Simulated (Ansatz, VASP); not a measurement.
Two plane-wave programs on HfOs3

```
Os Hf
1.0
     4.02585    0.00000    0.00000
     0.00000    4.02585    0.00000
     0.00000    0.00000    4.02585
Os Hf
3 1
Direct
  0.00000 0.50000 0.50000
  0.50000 0.00000 0.50000
  0.50000 0.50000 0.00000
  0.00000 0.00000 0.00000
```

Alike in both runs: task single point; functional PBE; k mesh 7 × 7 × 7; occupations fermi-dirac, width 0.05 eV; no spin polarisation.

|  | VASP | Ansatz |
| --- | --- | --- |
| version | VASP 6.6.1 | Ansatz 0.2.0 |
| potentials or method | VASP PAW PBE potentials, release 64 (Os, Hf_pv) | Ansatz PAW |
| plane-wave cutoff (eV) | 520 | 420 |
| valence electrons in the cell | 34 | 74 |

Ansatz gave:

| Item | Value |
| --- | --- |
| gap on the k mesh at the Fermi level (eV) | none |
| pressure (GPa) | -9.6 |

Problem. Which values does VASP return?

Solution. gap on the k mesh at the Fermi level (eV): none; pressure (GPa): -10.5.

A gap of «none» marks a metal or a gap that the smearing closes. VASP's potentials hold 34 valence electrons a cell and Ansatz's 74, so a difference there can come from the potentials and not from the codes.

Spin-orbit coupling is off throughout.
